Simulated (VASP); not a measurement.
# ZnSe (F-43m) in VASP: G0W0 quasiparticle levels with HSE06

Aim: the G0W0 quasiparticle levels of ZnSe with HSE06.

Program: VASP 6.6.1. These are calculated values, not measurements. Logs are shortened: lines on timing, memory, paths and dates and some standing lists are left out, and cuts for length are marked.

**1. The cell of the first run**

Symmetry: F-43m, No. 216, cubic system. The conventional cell has a = 5.665 Å, b = 5.665 Å, c = 5.665 Å, α = 90.00°, β = 90.00°, γ = 90.00°. Zn (site symmetry -43m) has 4 Se at 2.45 Å within 3.2 Å. Se (site symmetry -43m) has 4 Zn at 2.45 Å within 3.2 Å.

**2. G0W0 quasiparticle levels, HSE06**

POSCAR

```
ZnSe
1.0
    0.0000000000      2.8324206805      2.8324206805
    2.8324206805      0.0000000000      2.8324206805
    2.8324206805      2.8324206805      0.0000000000
Zn Se
1 1
Direct
    0.0000000000      0.0000000000      0.0000000000
    0.2500000000      0.2500000000      0.2500000000
```

INCAR.step1

```
SYSTEM = ZnSe
PREC = Accurate
ENCUT = 500
EDIFF = 1E-5
ISMEAR = 0
SIGMA = 0.02
LREAL = .FALSE.
LASPH = .TRUE.
NELM = 80
ALGO = Normal
ISIF = 2
LWAVE = .TRUE.
LCHARG = .FALSE.
GGA = PE
```

INCAR.step2

```
SYSTEM = ZnSe
PREC = Accurate
ENCUT = 500
EDIFF = 1E-8
ISMEAR = 0
SIGMA = 0.01
LREAL = .FALSE.
LASPH = .TRUE.
NELM = 80
ALGO = Normal
LWAVE = .TRUE.
LCHARG = .FALSE.
GGA = PE
LHFCALC = .TRUE.
HFSCREEN = 0.2
PRECFOCK = Fast
ISTART = 1
```

INCAR.step3

```
SYSTEM = ZnSe
PREC = Accurate
ENCUT = 500
EDIFF = 1E-8
ISMEAR = 0
SIGMA = 0.01
LREAL = .FALSE.
LASPH = .TRUE.
NELM = 1
ALGO = Exact
LWAVE = .TRUE.
LCHARG = .FALSE.
GGA = PE
LHFCALC = .TRUE.
HFSCREEN = 0.2
PRECFOCK = Fast
ISTART = 1
NBANDS = 39
LOPTICS = .TRUE.
```

INCAR.step4

```
SYSTEM = ZnSe
PREC = Accurate
ENCUT = 500
EDIFF = 1E-8
ISMEAR = 0
SIGMA = 0.01
LREAL = .FALSE.
LASPH = .TRUE.
ALGO = EVGW0
LWAVE = .FALSE.
LCHARG = .FALSE.
GGA = PE
LHFCALC = .TRUE.
HFSCREEN = 0.2
PRECFOCK = Fast
ISTART = 1
NELMGW = 1
NBANDS = 39
ENCUTGW = 60.0
NOMEGA = 96
NBANDSGW = 17
OMEGAMAX = 20
```

KPOINTS

```
Automatic mesh
0
G
  4 4 4
  0 0 0
```

Potentials or basis: VASP PAW PBE potentials, release 64 (Zn_GW, Se_GW).

Run with:

```
cat potpaw_PBE.64/Zn_GW/POTCAR potpaw_PBE.64/Se_GW/POTCAR > POTCAR
cp INCAR.step1 INCAR
mpirun -np 1 vasp_std > vasp.out
cp INCAR.step2 INCAR
mpirun -np 1 vasp_std > vasp.out
cp INCAR.step3 INCAR
mpirun -np 1 vasp_std > vasp.out
cp INCAR.step4 INCAR
mpirun -np 1 vasp_std > vasp.out
```

OUTCAR:

```text
SYSTEM = ZnSe
   PREC = Accurate
   ENCUT = 500
   EDIFF = 1E-8
   ISMEAR = 0
   LREAL = .FALSE.
   LASPH = .TRUE.
   GGA = PE
   LHFCALC = .TRUE.
   HFSCREEN = 0.2
   PRECFOCK = Fast
   ISTART = 1
   NELMGW = 1
   ENCUTGW = 60.0

 ion  position               nearest neighbor table
   1  0.000  0.000  0.000-   2 2.45   2 2.45   2 2.45   2 2.45
   2  0.250  0.250  0.250-   1 2.45   1 2.45   1 2.45   1 2.45

  LATTYP: Found a face centered cubic cell.
 ALAT       =     5.6648413610

  Lattice vectors:

 A1 = (   0.0000000000,   2.8324206805,   2.8324206805)
 A2 = (   2.8324206805,   0.0000000000,   2.8324206805)
 A3 = (   2.8324206805,   2.8324206805,   0.0000000000)

Analysis of symmetry for initial positions (statically):
=====================================================================
 Subroutine PRICEL returns:
 Original cell was already a primitive cell.

 Routine SETGRP: Setting up the symmetry group for a
 face centered cubic supercell.

 Subroutine GETGRP returns: Found 24 space group operations
 (whereof 24 operations were pure point group operations)
 out of a pool of 48 trial point group operations.

The static configuration has the point symmetry T_d .

Analysis of symmetry for dynamics (positions and initial velocities):
=====================================================================
 Subroutine PRICEL returns:
 Original cell was already a primitive cell.

 Routine SETGRP: Setting up the symmetry group for a
 face centered cubic supercell.

 Subroutine GETGRP returns: Found 24 space group operations
 (whereof 24 operations were pure point group operations)
 out of a pool of 48 trial point group operations.

The dynamic configuration has the point symmetry T_d .

 Subroutine INISYM returns: Found 24 space group operations
 (whereof 24 operations are pure point group operations),
 and found     1 'primitive' translations

----------------------------------------------------------------------------------------

                                     Primitive cell

  volume of cell :      45.4468

  direct lattice vectors                    reciprocal lattice vectors
     0.000000000  2.832420680  2.832420680    -0.176527450  0.176527450  0.176527450
     2.832420680  0.000000000  2.832420680     0.176527450 -0.176527450  0.176527450
     2.832420680  2.832420680  0.000000000     0.176527450  0.176527450 -0.176527450

  length of vectors
     4.005647741  4.005647741  4.005647741     0.305754512  0.305754512  0.305754512

  position of ions in fractional coordinates (direct lattice)
     0.000000000  0.000000000  0.000000000
     0.250000000  0.250000000  0.250000000

  ion indices of the primitive-cell ions
   primitive index   ion index
                 1           1
                 2           2

----------------------------------------------------------------------------------------

 KPOINTS: Automatic mesh

Automatic generation of k-mesh.
 Grid dimensions read from file:
 generate k-points for:    4    4    4

 Generating k-lattice:

  Cartesian coordinates                     Fractional coordinates (reciprocal lattice)
    -0.044131862  0.044131862  0.044131862     0.250000000  0.000000000  0.000000000
     0.044131862 -0.044131862  0.044131862     0.000000000  0.250000000  0.000000000
     0.044131862  0.044131862 -0.044131862     0.000000000  0.000000000  0.250000000

  Length of vectors
     0.076438628  0.076438628  0.076438628

  Shift w.r.t. Gamma in fractional coordinates (k-lattice)
     0.000000000  0.000000000  0.000000000

 Subroutine IBZKPT returns following result:
 ===========================================

 Found      8 irreducible k-points:

 Following reciprocal coordinates:
            Coordinates               Weight
  0.000000  0.000000  0.000000      1.000000
  0.250000  0.000000  0.000000      8.000000
  0.500000  0.000000  0.000000      4.000000
  0.250000  0.250000  0.000000      6.000000
  0.500000  0.250000  0.000000     24.000000
 -0.250000  0.250000  0.000000     12.000000
  0.500000  0.500000  0.000000      3.000000
 -0.250000  0.500000  0.250000      6.000000
   k-points           NKPTS =      8   k-points in BZ     NKDIM =     64   number of bands    NBANDS=     39
   number of dos      NEDOS =    301   number of ions     NIONS =      2
   total plane-waves  NPLWV =  27000
   dimension x,y,z NGX =    30 NGY =   30 NGZ =   30
   dimension x,y,z NGXF=    60 NGYF=   60 NGZF=   60
   ions per type =               1   1
   NGX,Y,Z   is equivalent  to a cutoff of  12.45, 12.45, 12.45 a.u.
   NGXF,Y,Z  is equivalent  to a cutoff of  24.90, 24.90, 24.90 a.u.
 SYSTEM =  ZnSe
   PREC   = accura    normal or accurate (medium, high low for compatibility)
   ISTART =      1    job   : 0-new  1-cont  2-samecut
   ICHARG =      0    charge: 1-file 2-atom 10-const
   ISPIN  =      1    spin polarized calculation?
   LNONCOLLINEAR =      F non collinear calculations
   LSORBIT =      F    spin-orbit coupling
   LASPH  =      T    aspherical Exc in radial PAW
   ENCUT  =  500.0 eV  36.75 Ry    6.06 a.u.   7.30  7.30  7.30*2*pi/ulx,y,z
   NELM   =     60;   NELMIN=  2; NELMDL=  0     # of ELM steps
   EDIFF  = 0.1E-07   stopping-criterion for ELM
   LREAL  =      F    real-space projection
   EDIFFG = 0.1E-06   stopping-criterion for IOM
   NSW    =      0    number of steps for IOM
   IBRION =     -1    ionic relax: 0-MD 1-quasi-New 2-CG
   NFREE  =      0    steps in history (QN), initial steepest desc. (CG)
   ISIF   =      0    stress and relaxation
   ISYM   =      3    0-nonsym 1-usesym 2-fastsym
   POTIM  = 0.5000    time-step for ionic-motion
   TEBEG  =    0.0;   TEEND  =   0.0 temperature during run
   PSTRESS=    0.0 pullay stress
   NELECT =      18.0000    total number of electrons
   NUPDOWN=      -1.0000    fix difference up-down
   EMIN   =  10.00;   EMAX   =-10.00  energy-range for DOS
   EFERMI =   0.00;   METHOD = LEGACY
   ISMEAR =     0;   SIGMA  =   0.01  broadening in eV -4-tet -1-fermi 0-gaus
   EFERMI_NEDOS =   21; number of points for ismear=-14 and -15
   IALGO  =     38    algorithm
   IMIX   =      1    mixing-type and parameters
     AMIX     =   0.40;   BMIX     =  1.00
     AMIX_MAG =   1.60;   BMIX_MAG =  1.00
  volume/ion in A,a.u.               =      22.72       153.35
  Fermi-wavevector in a.u.,A,eV,Ry     =   1.202259  2.271939 19.666213  1.445426
  Thomas-Fermi vector in A             =   2.338045
   LORBIT       =      0    0 simple, 1 ext, 2 COOP (PROOUT), +10 PAW based schemes
   GGA     = PE    functional components
   LHFCALC =     T    Hartree Fock is set to
   PRECFOCK=fast      Normal, Fast or Accurate (Low or Medium for compatibility)
   ENCUT4O =  -1.0   cutoff for four orbital integrals eV
   NKREDX  =     1    reduce k-point grid by
   NKREDY  =     1    reduce k-point grid by
   NKREDZ  =     1    reduce k-point grid by
   AEXX    =    1.0000 exact exchange contribution
   HFSCREEN=    0.0000 screening length (either q_TF or 0.3 A-1)
   HFSCREENC=   0.2000 screening length for correlation (either q_TF or 0.3 A-1)
   ENCUTFOCK=  -1.0 apply spherical cutoff to Coloumb kernel
   IVDW    =     0    specifies the selected vdW correction
   LEPSILON=     F    determine dielectric tensor
   LRPA    =     F    only Hartree local field effects (RPA)
   LRPAFORCE           =     F    calculate RPA forces
   ENCUTGW             =  60.0    cutoff for response function in eV
   ENCUTGWSOFT         =  48.0    soft cutoff for Coulomb kernel in GW response function in eV
   ENCUTLF             =  -1.0    cutoff for local field effects
   NELMGW              =     1    number of iterations in solving QP/BSE equation
   NELMHF              =     1    number of iterations in the inner HF iteration
   NKREDLFX            =     1    NKREDLFY  =   1   NKREDLFZ  =   1
 non-spin polarized calculation
 Gauss-broadening in eV      SIGMA  =   0.01
  energy-cutoff  :      500.00
  volume of cell :       45.45
 maximum number of plane-waves:      1174
 NGX is ok and might be reduce to    30
  NGX = 18; NGY = 18; NGZ = 18
 maximum number of plane-waves:        59
 NGX is ok and might be reduce to    14

 QP shifts <psi_nk| G(iteration)W_0 |psi_nk>: iteration 1
 for sc-GW calculations column KS-energies equals QP-energies in previous step
 and V_xc(KS)=  KS-energies - (<T + V_ion + V_H > + <T+V_H+V_ion>^1  + <V_x>^1)

 k-point   1 :       0.0000    0.0000    0.0000
  band No.  KS-energies  QP-energies   sigma(KS)   V_xc(KS)     V^pw_x(r,r')   Z            occupation Imag(sigma)

      1     -12.3519     -11.4832     -12.8000     -14.1066     -19.8229       0.6648       2.0000       1.0097
      2      -6.2359      -7.1443     -24.1935     -22.9214     -31.4695       0.7141       2.0000       0.1418
      3      -6.2359      -7.1443     -24.1935     -22.9214     -31.4695       0.7141       2.0000       0.1418
      4      -6.2359      -7.1443     -24.1935     -22.9214     -31.4695       0.7141       2.0000       0.1418
      5      -5.9083      -6.9224     -24.9673     -23.5653     -32.2803       0.7233       2.0000       0.1235
      6      -5.9083      -6.9224     -24.9673     -23.5653     -32.2803       0.7233       2.0000       0.1235
[... 9 lines left out ...]
     16      14.7373      15.1284      -9.1446      -9.6483      -4.9101       0.7763       0.0000      -0.1635
     17      16.3221      16.2058      -7.0449      -6.8940      -2.1737       0.7705       0.0000      -0.3175

 k-point   2 :       0.2500    0.0000    0.0000
  band No.  KS-energies  QP-energies   sigma(KS)   V_xc(KS)     V^pw_x(r,r')   Z            occupation Imag(sigma)

      1     -11.9543     -11.0525     -13.0499     -14.3492     -19.9833       0.6941       2.0000       1.0104
      2      -6.1902      -7.1096     -24.3018     -23.0160     -31.5862       0.7150       2.0000       0.1408
      3      -6.1902      -7.1096     -24.3018     -23.0160     -31.5862       0.7150       2.0000       0.1408
      4      -6.1232      -7.0179     -23.8918     -22.6449     -31.0704       0.7176       2.0000       0.1459
      5      -5.9089      -6.9212     -24.9651     -23.5647     -32.2822       0.7229       2.0000       0.1241
      6      -5.9089      -6.9212     -24.9651     -23.5647     -32.2822       0.7229       2.0000       0.1241
[... 9 lines left out ...]
     16      13.9437      13.8803      -6.7788      -6.6968      -2.1433       0.7739       0.0000      -0.1890
     17      17.4561      17.6409      -7.7829      -8.0201      -2.7835       0.7790       0.0000      -0.4099

 k-point   3 :       0.5000    0.0000    0.0000
  band No.  KS-energies  QP-energies   sigma(KS)   V_xc(KS)     V^pw_x(r,r')   Z            occupation Imag(sigma)

      1     -11.4897     -10.5639     -13.4406     -14.7512     -20.3154       0.7064       2.0000       0.9650
      2      -6.1560      -7.0853     -24.3729     -23.0752     -31.6590       0.7161       2.0000       0.1395
      3      -6.1560      -7.0853     -24.3729     -23.0752     -31.6590       0.7161       2.0000       0.1395
      4      -5.8949      -6.9088     -25.0173     -23.6148     -32.3478       0.7229       2.0000       0.1252
      5      -5.8949      -6.9088     -25.0173     -23.6148     -32.3478       0.7229       2.0000       0.1252
      6      -5.7225      -6.6875     -24.7565     -23.4160     -32.0189       0.7199       2.0000       0.1390
[... 9 lines left out ...]
     16      16.5260      16.8985      -8.6881      -9.1716      -3.9533       0.7703       0.0000      -0.3196
     17      17.7924      18.2352      -8.6576      -9.2255      -3.6510       0.7798       0.0000      -0.5010

 k-point   4 :       0.2500    0.2500    0.0000
  band No.  KS-energies  QP-energies   sigma(KS)   V_xc(KS)     V^pw_x(r,r')   Z            occupation Imag(sigma)

      1     -11.8212     -10.9256     -13.1396     -14.4358     -20.0445       0.6909       2.0000       1.0049
      2      -6.1753      -7.0454     -23.6350     -22.4182     -30.7714       0.7151       2.0000       0.1475
      3      -6.1366      -7.0714     -24.4376     -23.1337     -31.7354       0.7169       2.0000       0.1400
      4      -6.1366      -7.0714     -24.4376     -23.1337     -31.7354       0.7169       2.0000       0.1400
      5      -5.9262      -6.9239     -24.8387     -23.4544     -32.1375       0.7207       2.0000       0.1276
      6      -5.8877      -6.9051     -25.0174     -23.6129     -32.3415       0.7244       2.0000       0.1228
[... 37 lines left out ...]
      2      -6.1385      -7.0710     -24.3617     -23.0599     -31.6393       0.7163       2.0000       0.1401
      3      -6.1312      -7.0663     -24.4548     -23.1511     -31.7540       0.7173       2.0000       0.1395
      4      -5.9502      -6.9138     -24.4824     -23.1438     -31.7226       0.7198       2.0000       0.1337
      5      -5.9200      -6.9274     -24.9298     -23.5339     -32.2460       0.7218       2.0000       0.1247
      6      -5.8189      -6.7673     -24.5124     -23.1950     -31.7316       0.7200       2.0000       0.1372
[... 9 lines left out ...]
     16      17.5765      17.8305      -8.4145      -8.7424      -3.4954       0.7746       0.0000      -0.4361
     17      17.9519      18.1309      -7.6479      -7.8773      -2.8413       0.7804       0.0000      -0.3871

 k-point   7 :       0.5000    0.5000    0.0000
  band No.  KS-energies  QP-energies   sigma(KS)   V_xc(KS)     V^pw_x(r,r')   Z            occupation Imag(sigma)

      1     -11.2005     -10.2374     -13.6777     -15.0080     -20.5390       0.7240       2.0000       0.9353
      2      -6.1142      -7.0170     -23.7883     -22.5321     -30.9194       0.7186       2.0000       0.1411
      3      -6.0171      -6.9873     -24.8025     -23.4534     -32.1424       0.7191       2.0000       0.1376
      4      -6.0171      -6.9873     -24.8025     -23.4534     -32.1424       0.7191       2.0000       0.1376
      5      -5.8666      -6.8879     -25.0669     -23.6603     -32.4009       0.7261       2.0000       0.1226
      6      -5.6755      -6.6178     -24.4738     -23.1734     -31.6688       0.7247       2.0000       0.1420
[... 9 lines left out ...]
     16      17.8200      18.1915      -9.0582      -9.5321      -4.3910       0.7839       0.0000      -0.4066
     17      17.8200      18.1915      -9.0582      -9.5321      -4.3910       0.7839       0.0000      -0.4066

 k-point   8 :      -0.2500    0.5000    0.2500
  band No.  KS-energies  QP-energies   sigma(KS)   V_xc(KS)     V^pw_x(r,r')   Z            occupation Imag(sigma)

      1     -11.1965     -10.2489     -13.7084     -15.0262     -20.5634       0.7191       2.0000       0.9248
      2      -6.0989      -7.0275     -24.2606     -22.9689     -31.4981       0.7189       2.0000       0.1391
      3      -6.0656      -7.0344     -24.7191     -23.3720     -32.0577       0.7192       2.0000       0.1379
      4      -5.9443      -6.9479     -24.9420     -23.5504     -32.2781       0.7212       2.0000       0.1301
      5      -5.9179      -6.9119     -24.8160     -23.4383     -32.1091       0.7215       2.0000       0.1262
      6      -5.5658      -6.5225     -24.7759     -23.4579     -32.0003       0.7259       2.0000       0.1394
[... 9 lines left out ...]
     16      17.4698      17.5575      -8.2385      -8.3516      -3.3028       0.7758       0.0000      -0.4297
     17      18.1695      18.6703      -8.7495      -9.3964      -3.8692       0.7742       0.0000      -0.4433
```

It took 33 min on 1 thread of AMD EPYC 7R13 (Zen 3), shared host; peak memory 0.69 GiB.

Results:

* Quasiparticle gap: 2.96 eV
* Least direct quasiparticle gap: 2.96 eV
* Band gap of the starting levels on the mesh: 2.43 eV
* Least direct gap of the starting levels on the mesh: 2.43 eV

Caveat: the k points lie up to 0.48 Å⁻¹ apart; bands, screening cutoff and mesh are small and nothing is extrapolated, so the quasiparticle values aren't converged.
